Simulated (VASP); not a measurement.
# Pt (P6_3/mmc) in VASP: single point with r2SCAN

Aim: the single point of Pt with r2SCAN.

Program: VASP 6.6.1. These are calculated values, not measurements. Logs are shortened: lines on timing, memory, paths and dates and some standing lists are left out, and cuts for length are marked.

## 1. The cell of the first run

The structure is hexagonal, space group P6_3/mmc (No. 194). Conventional cell: a = 2.735 Å, b = 2.735 Å, c = 4.756 Å, α = 90.00°, β = 90.00°, γ = 120.00°. Within 3.6 Å of Pt (site symmetry -6m2) lie 12 Pt at 2.74 to 2.85 Å.

This isn't the form of Pt at room conditions, which is fcc.

## 2. Single point, r2SCAN

POSCAR

```
Pt
1.0
    2.7353001931      0.0000000000      0.0000000000
   -1.3676500965      2.3688394542      0.0000000000
    0.0000000000      0.0000000000      4.7557120203
Pt
2
Direct
    0.3333333333      0.6666666667      0.2500000000
    0.6666666667      0.3333333333      0.7500000000
```

INCAR.step1

```
SYSTEM = Pt
PREC = Accurate
ENCUT = 630
ISMEAR = -1
SIGMA = 0.05
LREAL = .False.
LASPH = .True.
NELM = 120
NBANDS = 25
GGA = PE
ALGO = Normal
EDIFF = 1E-5
LWAVE = .True.
LCHARG = .False.
GGA_COMPAT = .False.
```

INCAR.step2

```
SYSTEM = Pt
PREC = Accurate
ENCUT = 630
EDIFF = 1E-6
ISMEAR = -1
SIGMA = 0.05
LREAL = .False.
LASPH = .True.
NELM = 120
ALGO = Normal
ISIF = 2
LWAVE = .False.
LCHARG = .False.
METAGGA = R2SCAN
LMIXTAU = .True.
NBANDS = 25
ISTART = 1
GGA_COMPAT = .False.
```

KPOINTS

```
regular mesh
0
Gamma
  17 17 9
  0 0 0
```

Potentials or basis: VASP PAW PBE potentials, release 64 (Pt_sv_GW).

Launch:

```console
cat potpaw_PBE.64/Pt_sv_GW/POTCAR > POTCAR
cp INCAR.step1 INCAR
mpirun -np 1 vasp_std > vasp.out
cp INCAR.step2 INCAR
mpirun -np 1 vasp_std > vasp.out
```

OUTCAR:

```text
SYSTEM = Pt
   PREC = Accurate
   ENCUT = 630
   EDIFF = 1E-6
   ISMEAR = -1
   LREAL = .False.
   LASPH = .True.
   NELM = 120
   ISIF = 2
   METAGGA = R2SCAN
   ISTART = 1

 ion  position               nearest neighbor table
   1  0.333  0.667  0.250-   2 2.85   2 2.85   2 2.85   2 2.85   2 2.85   2 2.85
   2  0.667  0.333  0.750-   1 2.85   1 2.85   1 2.85   1 2.85   1 2.85   1 2.85

  LATTYP: Found a hexagonal cell.
 ALAT       =     2.7353001931
 C/A-ratio  =     1.7386435435

  Lattice vectors:

 A1 = (   2.7353001931,   0.0000000000,   0.0000000000)
 A2 = (  -1.3676500965,   2.3688394542,   0.0000000000)
 A3 = (   0.0000000000,   0.0000000000,   4.7557120203)

Analysis of symmetry for initial positions (statically):
=====================================================================
 Subroutine PRICEL returns:
 Original cell was already a primitive cell.

 Routine SETGRP: Setting up the symmetry group for a
 hexagonal supercell.

 Subroutine GETGRP returns: Found 24 space group operations
 (whereof 12 operations were pure point group operations)
 out of a pool of 24 trial point group operations.

The static configuration has the point symmetry D_3d.
 The point group associated with its full space group is D_6h.

Analysis of symmetry for dynamics (positions and initial velocities):
=====================================================================
 Subroutine PRICEL returns:
 Original cell was already a primitive cell.

 Routine SETGRP: Setting up the symmetry group for a
 hexagonal supercell.

 Subroutine GETGRP returns: Found 24 space group operations
 (whereof 12 operations were pure point group operations)
 out of a pool of 24 trial point group operations.

The dynamic configuration has the point symmetry D_3d.
 The point group associated with its full space group is D_6h.

 Subroutine INISYM returns: Found 24 space group operations
 (whereof 12 operations are pure point group operations),
 and found     1 'primitive' translations

----------------------------------------------------------------------------------------

[... 82 lines left out ...]
 SYSTEM =  Pt
   PREC   = accura    normal or accurate (medium, high low for compatibility)
   ISTART =      1    job   : 0-new  1-cont  2-samecut
   ICHARG =      0    charge: 1-file 2-atom 10-const
   ISPIN  =      1    spin polarized calculation?
   LNONCOLLINEAR =      F non collinear calculations
   LSORBIT =      F    spin-orbit coupling
   LASPH  =      T    aspherical Exc in radial PAW
   ENCUT  =  630.0 eV  46.30 Ry    6.80 a.u.   5.60  5.60  9.73*2*pi/ulx,y,z
   NELM   =    120;   NELMIN=  2; NELMDL=  0     # of ELM steps
   EDIFF  = 0.1E-05   stopping-criterion for ELM
   LREAL  =      F    real-space projection
   EDIFFG = 0.1E-04   stopping-criterion for IOM
   NSW    =      0    number of steps for IOM
   IBRION =     -1    ionic relax: 0-MD 1-quasi-New 2-CG
   NFREE  =      0    steps in history (QN), initial steepest desc. (CG)
   ISIF   =      2    stress and relaxation
   ISYM   =      2    0-nonsym 1-usesym 2-fastsym
   POTIM  = 0.5000    time-step for ionic-motion
   TEBEG  =    0.0;   TEEND  =   0.0 temperature during run
   PSTRESS=    0.0 pullay stress
   NELECT =      36.0000    total number of electrons
   NUPDOWN=      -1.0000    fix difference up-down
   EMIN   =  10.00;   EMAX   =-10.00  energy-range for DOS
   EFERMI =   0.00;   METHOD = LEGACY
   ISMEAR =    -1;   SIGMA  =   0.05  broadening in eV -4-tet -1-fermi 0-gaus
   EFERMI_NEDOS =   21; number of points for ismear=-14 and -15
   IALGO  =     38    algorithm
   IMIX   =      4    mixing-type and parameters
     AMIX     =   0.40;   BMIX     =  1.00
     AMIX_MAG =   1.60;   BMIX_MAG =  1.00
  volume/ion in A,a.u.               =      15.41       103.97
  Fermi-wavevector in a.u.,A,eV,Ry     =   1.724210  3.258285 40.448783  2.972902
  Thomas-Fermi vector in A             =   2.799942
   LORBIT       =      0    0 simple, 1 ext, 2 COOP (PROOUT), +10 PAW based schemes
   METAGGA = R2SCAN    functional components
   LHFCALC =     F    Hartree Fock is set to
   AEXX    =    0.0000 exact exchange contribution
   IVDW    =     0    specifies the selected vdW correction
   LEPSILON=     F    determine dielectric tensor
   LRPA    =     F    only Hartree local field effects (RPA)
 non-spin polarized calculation
  energy-cutoff  :      630.00
  volume of cell :       30.81
 maximum number of plane-waves:      1135
 NGX is ok and might be reduce to    24
   NGX = 11   NGY = 11   NGZ = 19

 number of electron      36.0000001 magnetization

 Free energy of the ion-electron system (eV)
  ---------------------------------------------------
  ext. energy  EPLUGINS =         0.00000000
  ---------------------------------------------------
  free energy    TOTEN  =      -102.72387810 eV

  energy without entropy =     -102.69834039  energy(sigma->0) =     -102.71110924

 E-fermi :  10.0421     XC(G=0): -15.1024

 val. band max:       10.0406791374   @ k =   0.4706   0.0000   0.3333
 cond. band min:      10.0532695522   @ k =   0.4118   0.0000   0.2222
 fundamental gap:      0.0125904148
 Fermi energy:        10.0420799207

 k-point     1 :       0.0000    0.0000    0.0000
  band No.  band energies     occupation
      1     -90.5013      2.00000
      2     -90.4776      2.00000
      3     -44.1940      2.00000
      4     -43.9349      2.00000
      5     -43.9349      2.00000
      6     -43.8884      2.00000
[... 661 lines left out ...]
     24      27.0454      0.00000
     25      28.9493      0.00000

 [... further k-points ...]

------------------------ aborting loop because EDIFF is reached ----------------------------------------

  FORCE on cell =-STRESS in cart. coord.  units (eV):
  Direction    XX          YY          ZZ          XY          YZ          ZX
  --------------------------------------------------------------------------------------
  -------------------------------------------------------------------------------------
  Total       -0.1441707     -0.1441707     -0.1330384     -0.0000000      0.0000000      0.0000000
  in kB       -7.4960324     -7.4960324     -6.9172190     -0.0000000      0.0000000      0.0000000
  external PRESSURE =      -7.3030946 kB  Pullay stress =       0.0000000 kB

 VOLUME and BASIS-vectors are now :
 -----------------------------------------------------------------------------
  energy-cutoff  :      630.00
  volume of cell :       30.81
      direct lattice vectors                 reciprocal lattice vectors
     2.735300193  0.000000000  0.000000000     0.365590586  0.211073823  0.000000000
    -1.367650097  2.368839454  0.000000000     0.000000000  0.422147646  0.000000000
     0.000000000  0.000000000  4.755712020     0.000000000  0.000000000  0.210273456

 POSITION                                       TOTAL-FORCE (eV/Angst)
 -----------------------------------------------------------------------------------
     -0.00000      1.57923      1.18893        -0.000000      0.000000      0.000000
      1.36765      0.78961      3.56678         0.000000     -0.000000      0.000000
 -----------------------------------------------------------------------------------
    total drift:                               -0.000001      0.000000     -0.000000

  FREE ENERGIE OF THE ION-ELECTRON SYSTEM (eV)
  ---------------------------------------------------
  free  energy   TOTEN  =      -102.7238780964 eV

  energy  without entropy=     -102.6983403900  energy(sigma->0) =     -102.71110924
```

Run time: 3.9 min. Hardware: 1 thread of Intel Xeon Platinum 8559C (Emerald Rapids), shared host; peak memory 0.28 GiB.

What came out:

| Property | Result |
| --- | --- |
| Free energy | -102.7239 eV |
| Pressure | -0.7 GPa |
| Band gap on the k mesh | zero (bands 18 and 19 overlap by 1.36 eV) |

Caveat: the PAW data sets were made with another functional, which shifts forces and pressure a little; spin-orbit coupling is left out, which moves the levels of the heavy elements.
